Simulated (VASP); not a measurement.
# RbFeCl3 (Pm-3m) in VASP: single point with LDA

Aim: the single point of RbFeCl3 with LDA.

Program: VASP 6.6.1. These are calculated values, not measurements. Logs are shortened: lines on timing, memory, paths and dates and some standing lists are left out, and cuts for length are marked.

**1. The cell of the first run**

The structure is cubic, space group Pm-3m (No. 221). The conventional cell has a = 4.930 Å, b = 4.930 Å, c = 4.930 Å, α = 90.00°, β = 90.00°, γ = 90.00°. Within 4.6 Å of Rb (site symmetry m-3m) lie 12 Cl at 3.49 Å and 8 Fe at 4.27 Å. Fe (site symmetry m-3m) has 6 Cl at 2.47 Å within 3.3 Å. Within 3.3 Å of Cl (site symmetry 4/mmm) lie 2 Fe at 2.47 Å.

**2. Single point, LDA, collinear spin, ferromagnetic start**

File INCAR:

```
  PREC = Accurate
  ENCUT = 520
  EDIFF = 1E-6
  ISMEAR = -1
  SIGMA = 0.05
  LREAL = F
  LASPH = T
  NELM = 150
  ALGO = Normal
  ISIF = 2
  LWAVE = F
  LCHARG = F
  ISPIN = 2
  MAGMOM = 0 3.5 0 0 0
  LORBIT = 11
  LMAXMIX = 4
  GGA = CA
  NBANDS = 31
```

File KPOINTS:

```
regular mesh
0
Gamma
  4 4 4
```

File POSCAR:

```
RbFeCl3
1.0
    4.9301220000      0.0000000000      0.0000000000
    0.0000000000      4.9301220000      0.0000000000
    0.0000000000      0.0000000000      4.9301220000
Rb Fe Cl
1 1 3
Direct
    0.5000000000      0.5000000000      0.5000000000
    0.0000000000      0.0000000000      0.0000000000
    0.5000000000      0.0000000000      0.0000000000
    0.0000000000      0.5000000000      0.0000000000
    0.0000000000      0.0000000000      0.5000000000
```

Potentials or basis: VASP PAW LDA potentials, release 64 (Rb_sv, Fe, Cl).

The run is started by

```sh
cat potpaw_LDA.64/Rb_sv/POTCAR potpaw_LDA.64/Fe/POTCAR potpaw_LDA.64/Cl/POTCAR > POTCAR
mpirun -np 1 vasp_std > vasp.out
```

OUTCAR:

```text
PREC = Accurate
   ENCUT = 520
   EDIFF = 1E-6
   ISMEAR = -1
   LREAL = F
   LASPH = T
   NELM = 150
   ISIF = 2
   ISPIN = 2
   LORBIT = 11
   GGA = CA

 ion  position               nearest neighbor table
   1  0.500  0.500  0.500-   3 3.49   4 3.49   5 3.49   3 3.49   4 3.49   3 3.49   5 3.49   3 3.49
                             4 3.49   5 3.49   4 3.49   5 3.49   2 4.27   2 4.27   2 4.27   2 4.27
   2  0.000  0.000  0.000-   3 2.47   4 2.47   5 2.47   5 2.47   4 2.47   3 2.47   1 4.27   1 4.27
                             1 4.27   1 4.27   1 4.27   1 4.27   1 4.27   1 4.27
   3  0.500  0.000  0.000-   2 2.47   2 2.47   1 3.49   1 3.49   1 3.49   1 3.49
   4  0.000  0.500  0.000-   2 2.47   2 2.47   1 3.49   1 3.49   1 3.49   1 3.49
   5  0.000  0.000  0.500-   2 2.47   2 2.47   1 3.49   1 3.49   1 3.49   1 3.49

  LATTYP: Found a simple cubic cell.
 ALAT       =     4.9301220000

  Lattice vectors:

 A1 = (   4.9301220000,   0.0000000000,   0.0000000000)
 A2 = (   0.0000000000,   4.9301220000,   0.0000000000)
 A3 = (   0.0000000000,   0.0000000000,   4.9301220000)

Analysis of symmetry for initial positions (statically):
=====================================================================
 Subroutine PRICEL returns:
 Original cell was already a primitive cell.

 Routine SETGRP: Setting up the symmetry group for a
 simple cubic supercell.

 Subroutine GETGRP returns: Found 48 space group operations
 (whereof 48 operations were pure point group operations)
 out of a pool of 48 trial point group operations.

The static configuration has the point symmetry O_h .

Analysis of symmetry for dynamics (positions and initial velocities):
=====================================================================
 Subroutine PRICEL returns:
 Original cell was already a primitive cell.

 Routine SETGRP: Setting up the symmetry group for a
 simple cubic supercell.

 Subroutine GETGRP returns: Found 48 space group operations
 (whereof 48 operations were pure point group operations)
 out of a pool of 48 trial point group operations.

The dynamic configuration has the point symmetry O_h .

Analysis of structural, dynamic, and magnetic symmetry:
=====================================================================
 Subroutine PRICEL returns:
 Original cell was already a primitive cell.

 Routine SETGRP: Setting up the symmetry group for a
 simple cubic supercell.

 Subroutine GETGRP returns: Found 48 space group operations
 (whereof 48 operations were pure point group operations)
 out of a pool of 48 trial point group operations.

The overall configuration has the point symmetry O_h .

 Subroutine INISYM returns: Found 48 space group operations
 (whereof 48 operations are pure point group operations),
 and found     1 'primitive' translations

----------------------------------------------------------------------------------------

                                     Primitive cell

  volume of cell :     119.8321

  direct lattice vectors                    reciprocal lattice vectors
     4.930122000  0.000000000  0.000000000     0.202834737  0.000000000  0.000000000
     0.000000000  4.930122000  0.000000000     0.000000000  0.202834737  0.000000000
     0.000000000  0.000000000  4.930122000     0.000000000  0.000000000  0.202834737

  length of vectors
     4.930122000  4.930122000  4.930122000     0.202834737  0.202834737  0.202834737

  position of ions in fractional coordinates (direct lattice)
     0.500000000  0.500000000  0.500000000
     0.000000000  0.000000000  0.000000000
     0.500000000  0.000000000  0.000000000
     0.000000000  0.500000000  0.000000000
     0.000000000  0.000000000  0.500000000

  ion indices of the primitive-cell ions
   primitive index   ion index
                 1           1
                 2           2
                 3           3
                 4           4
                 5           5

----------------------------------------------------------------------------------------

 KPOINTS: regular mesh

Automatic generation of k-mesh.
[... 24 lines left out ...]
  0.250000  0.000000  0.000000      6.000000
  0.500000  0.000000  0.000000      3.000000
  0.250000  0.250000  0.000000     12.000000
  0.500000  0.250000  0.000000     12.000000
  0.500000  0.500000  0.000000      3.000000
  0.250000  0.250000  0.250000      8.000000
  0.500000  0.250000  0.250000     12.000000
  0.500000  0.500000  0.250000      6.000000
  0.500000  0.500000  0.500000      1.000000
   k-points           NKPTS =     10   k-points in BZ     NKDIM =     10   number of bands    NBANDS=     31
   number of dos      NEDOS =    301   number of ions     NIONS =      5
   total plane-waves  NPLWV =  64000
   dimension x,y,z NGX =    40 NGY =   40 NGZ =   40
   dimension x,y,z NGXF=    80 NGYF=   80 NGZF=   80
   ions per type =               1   1   3
   NGX,Y,Z   is equivalent  to a cutoff of  13.49, 13.49, 13.49 a.u.
   NGXF,Y,Z  is equivalent  to a cutoff of  26.98, 26.98, 26.98 a.u.
 SYSTEM =  unknown system
   PREC   = accura    normal or accurate (medium, high low for compatibility)
   ISTART =      0    job   : 0-new  1-cont  2-samecut
   ICHARG =      2    charge: 1-file 2-atom 10-const
   ISPIN  =      2    spin polarized calculation?
   LNONCOLLINEAR =      F non collinear calculations
   LSORBIT =      F    spin-orbit coupling
   LASPH  =      T    aspherical Exc in radial PAW
   ENCUT  =  520.0 eV  38.22 Ry    6.18 a.u.   9.17  9.17  9.17*2*pi/ulx,y,z
   NELM   =    150;   NELMIN=  2; NELMDL= -5     # of ELM steps
   EDIFF  = 0.1E-05   stopping-criterion for ELM
   LREAL  =      F    real-space projection
   EDIFFG = 0.1E-04   stopping-criterion for IOM
   NSW    =      0    number of steps for IOM
   IBRION =     -1    ionic relax: 0-MD 1-quasi-New 2-CG
   NFREE  =      0    steps in history (QN), initial steepest desc. (CG)
   ISIF   =      2    stress and relaxation
   ISYM   =      2    0-nonsym 1-usesym 2-fastsym
   POTIM  = 0.5000    time-step for ionic-motion
   TEBEG  =    0.0;   TEEND  =   0.0 temperature during run
   PSTRESS=    0.0 pullay stress
   NELECT =      38.0000    total number of electrons
   NUPDOWN=      -1.0000    fix difference up-down
   EMIN   =  10.00;   EMAX   =-10.00  energy-range for DOS
   EFERMI =   0.00;   METHOD = LEGACY
   ISMEAR =    -1;   SIGMA  =   0.05  broadening in eV -4-tet -1-fermi 0-gaus
   EFERMI_NEDOS =   21; number of points for ismear=-14 and -15
   IALGO  =     38    algorithm
   IMIX   =      4    mixing-type and parameters
     AMIX     =   0.40;   BMIX     =  1.00
     AMIX_MAG =   1.60;   BMIX_MAG =  1.00
  volume/ion in A,a.u.               =      23.97       161.73
  Fermi-wavevector in a.u.,A,eV,Ry     =   1.116379  2.109651 16.956972  1.246302
  Thomas-Fermi vector in A             =   2.252992
   LORBIT       =     11    0 simple, 1 ext, 2 COOP (PROOUT), +10 PAW based schemes
   GGA     = CA    functional components
   LHFCALC =     F    Hartree Fock is set to
   AEXX    =    0.0000 exact exchange contribution
   IVDW    =     0    specifies the selected vdW correction
   LEPSILON=     F    determine dielectric tensor
   LRPA    =     F    only Hartree local field effects (RPA)
 spin polarized calculation
  energy-cutoff  :      520.00
  volume of cell :      119.83
 maximum number of plane-waves:      3239
 NGX is ok and might be reduce to    40
   NGX = 19   NGY = 19   NGZ = 19

 number of electron      37.9999995 magnetization       3.9871077

 Free energy of the ion-electron system (eV)
  ---------------------------------------------------
  ext. energy  EPLUGINS =         0.00000000
  ---------------------------------------------------
  free energy    TOTEN  =       -22.79707694 eV

  energy without entropy =      -22.75397932  energy(sigma->0) =      -22.77552813

 E-fermi :   2.1247     XC(G=0):  -9.3923

 val. band max:        2.0561116112   @ k =   0.2500   0.2500   0.0000
 cond. band min:       2.1501726141   @ k =   0.2500   0.2500   0.2500
 fundamental gap:      0.0940610030
 Fermi energy:         2.1247460589

 spin component 1

 k-point     1 :       0.0000    0.0000    0.0000
  band No.  band energies     occupation
      1     -23.8313      1.00000
      2     -13.6694      1.00000
      3     -12.7563      1.00000
      4     -12.7563      1.00000
      5      -8.0460      1.00000
      6      -8.0460      1.00000
[... 329 lines left out ...]
     30      10.4417      0.00000
     31      11.1472      0.00000
 Fermi energy:         2.1247460589

 spin component 2

 k-point     1 :       0.0000    0.0000    0.0000
  band No.  band energies     occupation
      1     -23.8303      1.00000
      2     -13.5175      1.00000
      3     -12.6024      1.00000
      4     -12.6024      1.00000
      5      -8.0432      1.00000
      6      -8.0432      1.00000
[... 329 lines left out ...]
     30      10.4552      0.00000
     31      11.9658      0.00000

------------------------ aborting loop because EDIFF is reached ----------------------------------------

  FORCE on cell =-STRESS in cart. coord.  units (eV):
  Direction    XX          YY          ZZ          XY          YZ          ZX
  --------------------------------------------------------------------------------------
  -------------------------------------------------------------------------------------
  Total       -2.7733901     -2.7733901     -2.7733901     -0.0000000     -0.0000000      0.0000000
  in kB      -37.0807527    -37.0807527    -37.0807527     -0.0000000     -0.0000000      0.0000000
  external PRESSURE =     -37.0807527 kB  Pullay stress =       0.0000000 kB

 VOLUME and BASIS-vectors are now :
 -----------------------------------------------------------------------------
  energy-cutoff  :      520.00
  volume of cell :      119.83
      direct lattice vectors                 reciprocal lattice vectors
     4.930122000  0.000000000  0.000000000     0.202834737  0.000000000  0.000000000
     0.000000000  4.930122000  0.000000000     0.000000000  0.202834737  0.000000000
     0.000000000  0.000000000  4.930122000     0.000000000  0.000000000  0.202834737

 POSITION                                       TOTAL-FORCE (eV/Angst)
 -----------------------------------------------------------------------------------
      2.46506      2.46506      2.46506         0.000000      0.000000      0.000000
      0.00000      0.00000      0.00000         0.000000      0.000000      0.000000
      2.46506      0.00000      0.00000         0.000000      0.000000      0.000000
      0.00000      2.46506      0.00000         0.000000      0.000000      0.000000
      0.00000      0.00000      2.46506         0.000000      0.000000      0.000000
 -----------------------------------------------------------------------------------
    total drift:                                0.000000      0.000000     -0.000000

  FREE ENERGIE OF THE ION-ELECTRON SYSTEM (eV)
  ---------------------------------------------------
  free  energy   TOTEN  =       -22.7970769418 eV

  energy  without entropy=      -22.7539793187  energy(sigma->0) =      -22.77552813

 total charge

# of ion       s       p       d       tot
------------------------------------------
    1        1.935   5.335   0.020   7.290
    2        0.276   0.302   6.065   6.643
    3        1.589   3.513   0.000   5.102
    4        1.589   3.513   0.000   5.102
    5        1.589   3.513   0.000   5.102
--------------------------------------------------
tot          6.979  16.175   6.084  29.238

 magnetization (x)

# of ion       s       p       d       tot
------------------------------------------
    1        0.000   0.001   0.000   0.001
    2        0.030   0.030   3.422   3.482
    3        0.009   0.092   0.000   0.101
    4        0.009   0.092   0.000   0.101
    5        0.009   0.092   0.000   0.101
--------------------------------------------------
tot          0.056   0.307   3.422   3.785
```

Wall time 3.5 min (1 thread of Oxide Virtual Turin-like, shared host); peak memory 0.21 GiB.

What came out:

```yaml
Free_energy: -22.7971 eV
Pressure: -3.7 GPa
Band_gap_on_the_k_mesh: zero (filled and empty bands overlap)
Net_moment: 3.99 μB per cell
Site_moments: Rb +0.00; Fe +3.48; Cl +0.10 μB
Valence_electrons_inside_the_program's_atomic_spheres: Rb 7.29; Fe 6.64; Cl 5.10
```

Levels at points of the mesh, in eV from the Fermi level:
Spin up:
```tsv
k point	band 18	band 19	band 20	band 21	band 22	band 23	band 24	band 25
(0.00, 0.00, 0.00)	-2.83	-2.43	-2.43	-2.43	1.77	3.53	4.56	4.56
(0.50, 0.00, 0.00)	-2.68	-2.11	-2.11	-1.96	4.58	5.46	5.97	6.19
(0.50, 0.50, 0.00)	-2.17	-2.17	-2.04	-0.17	6.27	6.27	6.64	6.75
(0.50, 0.50, 0.50)	-2.02	-2.02	-0.16	-0.16	4.70	4.70	4.70	4.91
```
Spin down:
| k point | band 13 | band 14 | band 15 | band 16 | band 17 | band 18 | band 19 | band 20 |
| --- | --- | --- | --- | --- | --- | --- | --- | --- |
| (0.00, 0.00, 0.00) | -2.72 | -2.30 | -2.30 | -2.30 | -0.44 | -0.44 | -0.44 | 0.13 |
| (0.50, 0.00, 0.00) | -3.31 | -3.02 | -2.55 | -2.55 | -0.42 | 0.13 | 0.21 | 0.21 |
| (0.50, 0.50, 0.00) | -3.45 | -3.10 | -3.10 | -1.93 | 0.20 | 0.20 | 0.33 | 0.36 |
| (0.50, 0.50, 0.50) | -4.15 | -1.91 | -1.91 | -1.91 | 0.40 | 0.40 | 0.40 | 2.22 |

Caveat: a cell with one magnetic atom can't hold antiferromagnetic order, which such compounds often take; semilocal functionals often make such compounds metallic where correlation or magnetic order opens a gap, which also shifts bond lengths. With open d or f shells a metallic result of LDA can be an artefact of self-interaction; +U or a hybrid may open a gap.
